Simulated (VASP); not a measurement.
# FeNi3 (Pm-3m) in VASP: single point with LDA

Aim: the single point of FeNi3 with LDA.

Program: VASP 6.6.1. These are calculated values, not measurements. Logs are shortened: lines on timing, memory, paths and dates and some standing lists are left out, and cuts for length are marked.

## (1) The cell of the first run

It takes space group Pm-3m (No. 221, cubic). The conventional cell has a = 3.447 Å, b = 3.447 Å, c = 3.447 Å, α = 90.00°, β = 90.00°, γ = 90.00°. Fe (site symmetry m-3m) has 12 Ni at 2.44 Å within 3.2 Å. Within 3.2 Å of Ni (site symmetry 4/mmm) lie 4 Fe at 2.44 Å and 8 Ni at 2.44 Å.

## (2) Single point, LDA, collinear spin, ferromagnetic start

Input file INCAR:

```
SYSTEM = FeNi3
PREC     = Accurate       ! precision mode
ENCUT    = 520            ! plane-wave cutoff, eV
EDIFF    = 1E-7           ! SCF threshold, eV
ISMEAR   = 1              ! smearing method
SIGMA    = 0.1            ! smearing width, eV
LREAL    = .FALSE.        ! projectors in reciprocal space
LASPH    = .TRUE.         ! aspherical terms in the spheres
NELM     = 150            ! most SCF steps
ALGO     = Normal         ! electronic algorithm
ISIF     = 2              ! what is computed and relaxed
LWAVE    = .FALSE.        ! write WAVECAR
LCHARG   = .TRUE.         ! write CHGCAR
ISPIN    = 2              ! spin polarisation
MAGMOM   = 2.9 0.6 0.6 0.6 ! initial moments
LORBIT   = 11             ! projections on sites
LMAXMIX  = 4              ! l up to which the mixer works
LELF     = .TRUE.         ! ELF
LVHAR    = .TRUE.       
NBANDS   = 31             ! bands
```

Input file KPOINTS:

```
regular mesh
0
G
  14 14 14
  0 0 0
```

Input file POSCAR:

```
FeNi3
1.0
    3.4466853333      0.0000000000      0.0000000000
    0.0000000000      3.4466853333      0.0000000000
    0.0000000000      0.0000000000      3.4466853333
Fe Ni
1 3
Direct
    0.0000000000      0.0000000000      0.0000000000
    0.0000000000      0.5000000000      0.5000000000
    0.5000000000      0.0000000000      0.5000000000
    0.5000000000      0.5000000000      0.0000000000
```

Potentials or basis: VASP PAW LDA potentials, release 64 (Fe, Ni).

Command:

```bash
> cat potpaw_LDA.64/Fe/POTCAR potpaw_LDA.64/Ni/POTCAR > POTCAR
> mpirun -np 1 vasp_std > vasp.out
```

OUTCAR:

```text
SYSTEM = FeNi3
   PREC = Accurate
   ENCUT = 520
   EDIFF = 1E-7
   ISMEAR = 1
   LREAL = .FALSE.
   LASPH = .TRUE.
   NELM = 150
   ISIF = 2
   ISPIN = 2
   LORBIT = 11

 ion  position               nearest neighbor table
   1  0.000  0.000  0.000-   2 2.44   3 2.44   4 2.44   2 2.44   3 2.44   2 2.44   4 2.44   2 2.44
                             3 2.44   4 2.44   3 2.44   4 2.44
   2  0.000  0.500  0.500-   1 2.44   3 2.44   4 2.44   1 2.44   4 2.44   1 2.44   3 2.44   1 2.44
                             3 2.44   4 2.44   4 2.44   3 2.44
   3  0.500  0.000  0.500-   1 2.44   2 2.44   4 2.44   1 2.44   4 2.44   2 2.44   4 2.44   4 2.44
                             1 2.44   2 2.44   1 2.44   2 2.44
   4  0.500  0.500  0.000-   1 2.44   2 2.44   3 2.44   2 2.44   3 2.44   1 2.44   3 2.44   3 2.44
                             1 2.44   2 2.44   2 2.44   1 2.44

  LATTYP: Found a simple cubic cell.
 ALAT       =     3.4466853333

  Lattice vectors:

 A1 = (   3.4466853333,   0.0000000000,   0.0000000000)
 A2 = (   0.0000000000,   3.4466853333,   0.0000000000)
 A3 = (   0.0000000000,   0.0000000000,   3.4466853333)

Analysis of symmetry for initial positions (statically):
=====================================================================
 Subroutine PRICEL returns:
 Original cell was already a primitive cell.

 Routine SETGRP: Setting up the symmetry group for a
 simple cubic supercell.

 Subroutine GETGRP returns: Found 48 space group operations
 (whereof 48 operations were pure point group operations)
 out of a pool of 48 trial point group operations.

The static configuration has the point symmetry O_h .

Analysis of symmetry for dynamics (positions and initial velocities):
=====================================================================
 Subroutine PRICEL returns:
 Original cell was already a primitive cell.

 Routine SETGRP: Setting up the symmetry group for a
 simple cubic supercell.

 Subroutine GETGRP returns: Found 48 space group operations
 (whereof 48 operations were pure point group operations)
 out of a pool of 48 trial point group operations.

The dynamic configuration has the point symmetry O_h .

Analysis of structural, dynamic, and magnetic symmetry:
=====================================================================
 Subroutine PRICEL returns:
 Original cell was already a primitive cell.

 Routine SETGRP: Setting up the symmetry group for a
 simple cubic supercell.

 Subroutine GETGRP returns: Found 48 space group operations
 (whereof 48 operations were pure point group operations)
 out of a pool of 48 trial point group operations.

The overall configuration has the point symmetry O_h .

 Subroutine INISYM returns: Found 48 space group operations
 (whereof 48 operations are pure point group operations),
 and found     1 'primitive' translations

----------------------------------------------------------------------------------------

                                     Primitive cell

  volume of cell :      40.9454

  direct lattice vectors                    reciprocal lattice vectors
     3.446685333  0.000000000  0.000000000     0.290133825  0.000000000  0.000000000
     0.000000000  3.446685333  0.000000000     0.000000000  0.290133825  0.000000000
     0.000000000  0.000000000  3.446685333     0.000000000  0.000000000  0.290133825

  length of vectors
     3.446685333  3.446685333  3.446685333     0.290133825  0.290133825  0.290133825

  position of ions in fractional coordinates (direct lattice)
     0.000000000  0.000000000  0.000000000
     0.000000000  0.500000000  0.500000000
     0.500000000  0.000000000  0.500000000
     0.500000000  0.500000000  0.000000000

  ion indices of the primitive-cell ions
   primitive index   ion index
                 1           1
                 2           2
                 3           3
                 4           4

----------------------------------------------------------------------------------------

 KPOINTS: regular mesh

Automatic generation of k-mesh.
 Grid dimensions read from file:
 generate k-points for:   14   14   14

 Generating k-lattice:

  Cartesian coordinates                     Fractional coordinates (reciprocal lattice)
     0.020723845  0.000000000  0.000000000     0.071428571  0.000000000  0.000000000
     0.000000000  0.020723845  0.000000000     0.000000000  0.071428571  0.000000000
     0.000000000  0.000000000  0.020723845     0.000000000  0.000000000  0.071428571

  Length of vectors
     0.020723845  0.020723845  0.020723845

  Shift w.r.t. Gamma in fractional coordinates (k-lattice)
     0.000000000  0.000000000  0.000000000

 Subroutine IBZKPT returns following result:
 ===========================================

 Found    120 irreducible k-points:

 Following reciprocal coordinates:
            Coordinates               Weight
  0.000000  0.000000  0.000000      1.000000
  0.071429  0.000000  0.000000      6.000000
  0.142857  0.000000  0.000000      6.000000
  0.214286  0.000000  0.000000      6.000000
  0.285714  0.000000  0.000000      6.000000
  0.357143  0.000000  0.000000      6.000000
[... 16 lines left out ...]
  0.285714  0.214286  0.000000     24.000000
  0.357143  0.214286  0.000000     24.000000
 [... further k-points ...]
   k-points           NKPTS =    120   k-points in BZ     NKDIM =    120   number of bands    NBANDS=     31
   number of dos      NEDOS =    301   number of ions     NIONS =      4
   total plane-waves  NPLWV =  21952
   dimension x,y,z NGX =    28 NGY =   28 NGZ =   28
   dimension x,y,z NGXF=    56 NGYF=   56 NGZF=   56
   ions per type =               1   3
   NGX,Y,Z   is equivalent  to a cutoff of  13.51, 13.51, 13.51 a.u.
   NGXF,Y,Z  is equivalent  to a cutoff of  27.01, 27.01, 27.01 a.u.
 SYSTEM =  FeNi3
   PREC   = accura    normal or accurate (medium, high low for compatibility)
   ISTART =      0    job   : 0-new  1-cont  2-samecut
   ICHARG =      2    charge: 1-file 2-atom 10-const
   ISPIN  =      2    spin polarized calculation?
   LNONCOLLINEAR =      F non collinear calculations
   LSORBIT =      F    spin-orbit coupling
   LASPH  =      T    aspherical Exc in radial PAW
   ENCUT  =  520.0 eV  38.22 Ry    6.18 a.u.   6.41  6.41  6.41*2*pi/ulx,y,z
   NELM   =    150;   NELMIN=  2; NELMDL= -5     # of ELM steps
   EDIFF  = 0.1E-06   stopping-criterion for ELM
   LREAL  =      F    real-space projection
   EDIFFG = 0.1E-05   stopping-criterion for IOM
   NSW    =      0    number of steps for IOM
   IBRION =     -1    ionic relax: 0-MD 1-quasi-New 2-CG
   NFREE  =      0    steps in history (QN), initial steepest desc. (CG)
   ISIF   =      2    stress and relaxation
   ISYM   =      2    0-nonsym 1-usesym 2-fastsym
   POTIM  = 0.5000    time-step for ionic-motion
   TEBEG  =    0.0;   TEEND  =   0.0 temperature during run
   PSTRESS=    0.0 pullay stress
   NELECT =      38.0000    total number of electrons
   NUPDOWN=      -1.0000    fix difference up-down
   EMIN   =  10.00;   EMAX   =-10.00  energy-range for DOS
   EFERMI =   0.00;   METHOD = LEGACY
   ISMEAR =     1;   SIGMA  =   0.10  broadening in eV -4-tet -1-fermi 0-gaus
   EFERMI_NEDOS =   21; number of points for ismear=-14 and -15
   IALGO  =     38    algorithm
   IMIX   =      4    mixing-type and parameters
     AMIX     =   0.40;   BMIX     =  1.00
     AMIX_MAG =   1.60;   BMIX_MAG =  1.00
  volume/ion in A,a.u.               =      10.24        69.08
  Fermi-wavevector in a.u.,A,eV,Ry     =   1.596863  3.017634 34.694479  2.549972
  Thomas-Fermi vector in A             =   2.694559
   LORBIT       =     11    0 simple, 1 ext, 2 COOP (PROOUT), +10 PAW based schemes
   GGA     = CA    functional components
   LHFCALC =     F    Hartree Fock is set to
   AEXX    =    0.0000 exact exchange contribution
   IVDW    =     0    specifies the selected vdW correction
   LEPSILON=     F    determine dielectric tensor
   LRPA    =     F    only Hartree local field effects (RPA)
 spin polarized calculation
 Methfessel and Paxton  Order N= 1 SIGMA  =   0.10
  energy-cutoff  :      520.00
  volume of cell :       40.95
 maximum number of plane-waves:      1141
 NGX is ok and might be reduce to    28
   NGX = 13   NGY = 13   NGZ = 13

 number of electron      37.9999979 magnetization       4.4725958

 Free energy of the ion-electron system (eV)
  ---------------------------------------------------
  ext. energy  EPLUGINS =         0.00000000
  ---------------------------------------------------
  free energy    TOTEN  =       -29.19074756 eV

  energy without entropy =      -29.19268685  energy(sigma->0) =      -29.19139399

 E-fermi :   9.3920     XC(G=0): -13.9832

 val. band max:        9.3903659393   @ k =   0.4286   0.3571   0.3571
 cond. band min:       9.3923413942   @ k =   0.3571   0.0714   0.0000
 fundamental gap:      0.0019754549
 Fermi energy:         9.3920186039

 spin component 1

 k-point     1 :       0.0000    0.0000    0.0000
  band No.  band energies     occupation
      1      -0.2150      1.00000
      2       3.7515      1.00000
      3       3.7515      1.00000
      4       4.2918      1.00000
      5       4.5228      1.00000
      6       4.5228      1.00000
[... 23 lines left out ...]
     30      24.2671      0.00000
     31      24.9217      0.00000

 k-point     2 :       0.0714    0.0000    0.0000
  band No.  band energies     occupation
      1      -0.1445      1.00000
      2       3.7758      1.00000
      3       3.7883      1.00000
      4       4.3196      1.00000
      5       4.5460      1.00000
      6       4.5495      1.00000
[... 740 lines left out ...]
 k-point    24 :       0.3571    0.2143    0.0000
  band No.  band energies     occupation
      1       1.9895      1.00000
      2       4.1268      1.00000
      3       4.6901      1.00000
      4       5.1204      1.00000
      5       5.1929      1.00000
      6       5.2381      1.00000
[... 23 lines left out ...]
     30      24.2384      0.00000
     31      24.8017      0.00000

 [... further k-points ...]

 spin component 2

 k-point     1 :       0.0000    0.0000    0.0000
  band No.  band energies     occupation
      1      -0.0520      1.00000
      2       4.6120      1.00000
      3       4.6120      1.00000
      4       4.6710      1.00000
      5       5.3471      1.00000
      6       5.3471      1.00000
[... 23 lines left out ...]
     30      24.3667      0.00000
     31      25.2812      0.00000

 k-point     2 :       0.0714    0.0000    0.0000
  band No.  band energies     occupation
      1       0.0187      1.00000
      2       4.6244      1.00000
      3       4.6547      1.00000
      4       4.7016      1.00000
      5       5.3716      1.00000
      6       5.3731      1.00000
[... 740 lines left out ...]
 k-point    24 :       0.3571    0.2143    0.0000
  band No.  band energies     occupation
      1       2.1754      1.00000
      2       4.5931      1.00000
      3       5.5214      1.00000
      4       5.7201      1.00000
      5       5.9922      1.00000
      6       6.0419      1.00000
[... 23 lines left out ...]
     30      24.6422      0.00000
     31      25.1622      0.00000

 [... further k-points ...]

------------------------ aborting loop because EDIFF is reached ----------------------------------------

  FORCE on cell =-STRESS in cart. coord.  units (eV):
  Direction    XX          YY          ZZ          XY          YZ          ZX
  --------------------------------------------------------------------------------------
  -------------------------------------------------------------------------------------
  Total       -0.0918476     -0.0918476     -0.0918476      0.0000000     -0.0000000     -0.0000000
  in kB       -3.5939607     -3.5939607     -3.5939607      0.0000000     -0.0000000     -0.0000000
  external PRESSURE =      -3.5939607 kB  Pullay stress =       0.0000000 kB

 VOLUME and BASIS-vectors are now :
 -----------------------------------------------------------------------------
  energy-cutoff  :      520.00
  volume of cell :       40.95
      direct lattice vectors                 reciprocal lattice vectors
     3.446685333  0.000000000  0.000000000     0.290133825  0.000000000  0.000000000
     0.000000000  3.446685333  0.000000000     0.000000000  0.290133825  0.000000000
     0.000000000  0.000000000  3.446685333     0.000000000  0.000000000  0.290133825

 POSITION                                       TOTAL-FORCE (eV/Angst)
 -----------------------------------------------------------------------------------
      0.00000      0.00000      0.00000         0.000000      0.000000      0.000000
      0.00000      1.72334      1.72334         0.000000      0.000000      0.000000
      1.72334      0.00000      1.72334         0.000000      0.000000      0.000000
      1.72334      1.72334      0.00000         0.000000      0.000000      0.000000
 -----------------------------------------------------------------------------------
    total drift:                                0.000000      0.000000      0.000000

  FREE ENERGIE OF THE ION-ELECTRON SYSTEM (eV)
  ---------------------------------------------------
  free  energy   TOTEN  =       -29.1907475591 eV

  energy  without entropy=      -29.1926868462  energy(sigma->0) =      -29.19139399

 total charge

# of ion       s       p       d       tot
------------------------------------------
    1        0.507   0.566   6.216   7.289
    2        0.542   0.586   8.377   9.504
    3        0.542   0.586   8.377   9.504
    4        0.542   0.586   8.377   9.504
--------------------------------------------------
tot          2.133   2.323  31.347  35.803

 magnetization (x)

# of ion       s       p       d       tot
------------------------------------------
    1        0.006   0.007   2.676   2.689
    2       -0.013  -0.032   0.625   0.580
    3       -0.013  -0.032   0.625   0.580
    4       -0.013  -0.032   0.625   0.580
--------------------------------------------------
tot         -0.031  -0.090   4.551   4.430
```

Wall time 13 min (1 thread of Intel Xeon 8259CL, shared host); peak memory 0.29 GiB.

Results:

```yaml
Free_energy: -29.1907 eV
Pressure: -0.4 GPa
Net_moment: 4.47 μB per cell
Site_moments: Fe +2.69; Ni +0.58 μB
Valence_electrons_inside_the_program's_atomic_spheres: Fe 7.29; Ni 9.50
```

Levels at points of the mesh, in eV from the Fermi level:
Spin up:
| k point | band 19 | band 20 | band 21 | band 22 | band 23 | band 24 |
| --- | --- | --- | --- | --- | --- | --- |
| (0.00, 0.00, 0.00) | -0.43 | -0.43 | -0.43 | 2.34 | 2.34 | 2.34 |
| (0.50, 0.00, 0.00) | -1.19 | -1.02 | -0.47 | -0.42 | 8.06 | 8.06 |
| (0.50, 0.50, 0.00) | -1.53 | -1.50 | 1.01 | 1.01 | 1.16 | 1.19 |
| (0.50, 0.50, 0.50) | -0.61 | -0.61 | -0.57 | -0.57 | -0.57 | -0.52 |
Spin down:
```csv
k point,band 15,band 16,band 17,band 18,band 19,band 20
"(0.00, 0.00, 0.00)",0.24,0.24,0.95,0.95,1.34,1.34
"(0.50, 0.00, 0.00)",-0.97,-0.43,-0.24,-0.24,0.24,0.32
"(0.50, 0.50, 0.00)",-1.35,-0.91,-0.84,0.08,0.08,0.15
"(0.50, 0.50, 0.50)",-0.37,-0.37,0.01,0.01,0.01,0.83
```
